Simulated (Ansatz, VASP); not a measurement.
## Mo: VASP beside Ansatz

```
CELL_PARAMETERS angstrom
0.00000 2.10360 2.10360
2.10360 0.00000 2.10360
2.10360 2.10360 0.00000
ATOMIC_POSITIONS crystal
Mo 0.00000 0.00000 0.00000
```

Alike in both runs: task single point; functional r2SCAN; k mesh 18 × 18 × 18; occupations gaussian, width 0.1 eV; no spin polarisation.

```csv
,VASP,Ansatz
version,VASP 6.6.1,Ansatz 0.2.0
potentials or method,"VASP PAW PBE potentials, release 64 (Mo_sv), cutoff 520 eV","scalar-relativistic, plane waves, PAW"
valence electrons in the cell,14,14
```

|  | VASP | Ansatz | Ansatz less VASP |
| --- | --- | --- | --- |
| gap on the k mesh at the Fermi level (eV) | none | none | - |
| pressure (GPa) | -28.6 | -29.1 | -0.48 |

VASP's potentials were made for PBE, not for r2SCAN. A gap of «none» marks a metal or a gap that the smearing closes. Both programs put the cell under strong tension, so it lies far from rest at this level.
